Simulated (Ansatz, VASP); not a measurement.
**One calculation of PbS, two programs**

The input INCAR:

```
SYSTEM = PbS
PREC     = Accurate       ! precision mode
ENCUT    = 520            ! plane-wave cutoff, eV
EDIFF    = 1E-7           ! SCF threshold, eV
ISMEAR   = -1             ! smearing method
SIGMA    = 0.01           ! smearing width, eV
LREAL    = .FALSE.        ! projectors in reciprocal space
LASPH    = .TRUE.         ! aspherical terms in the spheres
NELM     = 60             ! most SCF steps
ALGO     = Normal         ! electronic algorithm
ISIF     = 2              ! what is computed and relaxed
LWAVE    = .FALSE.        ! write WAVECAR
LCHARG   = .FALSE.        ! write CHGCAR
GGA      = PE             ! functional
NBANDS   = 28             ! bands
```

The input KPOINTS:

```
Automatic mesh
0
G
  7 7 3
  0 0 0
```

Contents of POSCAR:

```
PbS
1.0
    2.8816900000     -2.8420000000      0.0000000000
    2.8816900000      2.8420000000      0.0000000000
   -1.0584490000      0.0000000000     11.7092900000
Pb S
2 2
Direct
    0.7756000000      0.7756000000      0.6363800000
    0.2244000000      0.2244000000      0.3636200000
    0.2684000000      0.2684000000      0.5986000000
    0.7316000000      0.7316000000      0.4014000000
```

Input for Ansatz:

```yaml
crystal:
  lattice:
    - [2.88169, -2.842, 0.0]
    - [2.88169, 2.842, 0.0]
    - [-1.058449, 0.0, 11.70929]
  atoms:
    - { symbol: Pb, position: [0.7756, 0.7756, 0.63638] }
    - { symbol: Pb, position: [0.2244, 0.2244, 0.36362] }
    - { symbol: S, position: [0.2684, 0.2684, 0.5986] }
    - { symbol: S, position: [0.7316, 0.7316, 0.4014] }
kpoints:
  mp_grid: { grid: [7, 7, 3] }
  band_path:
    path:
      - [0.0, 0.0, 0.0]
      - [-0.4951477245, 0.4951477245, 0.0]
      - [-0.5048522755, -0.4951477245, 0.0]
      - [-0.5, -0.5, 0.0]
      - [0.0, 0.0, 0.0]
      - [-0.5, -0.5, 0.5]
      - [-0.5156710907, -0.4843289093, 0.5]
      - [-0.4843289093, 0.4843289093, 0.5]
      - [0.0, 0.0, 0.5]
    npoints: 5
scf:
  occupations: { method: fermi_dirac, width: 0.01 }
hamiltonian:
  xc: pbe
  pseudopotentials: { kind: all_electron, lapw: { basis_error: 0.0005 } }
output:
  forces: true
  stress: true
  eigenvalues: true
```

Change from the starting cell: equal xx and yy strain of -2 %.

Alike in both runs: task single point; functional PBE; k mesh 7 × 7 × 3; occupations fermi-dirac, width 0.01 eV; no spin polarisation.

```csv
,VASP,Ansatz
version,VASP 6.6.1,Ansatz 0.2.0
potentials or method,"VASP PAW PBE potentials, release 64 (Pb_d, S), cutoff 520 eV","all-electron LAPW, scalar-relativistic"
```

VASP gave:

```
gap on the k mesh at the Fermi level (eV) : 1.07
rms of the force components (eV/Å)        : 0.086
```

Task: What did Ansatz give for the same quantities?

Result: gap on the k mesh at the Fermi level (eV): 1.08; rms of the force components (eV/Å): 0.085.

Atom by atom the forces differ by 0.002 eV/Å (rms over components). Ansatz ran all-electron here, and VASP with PAW potentials.

Neither program's run includes spin-orbit coupling.
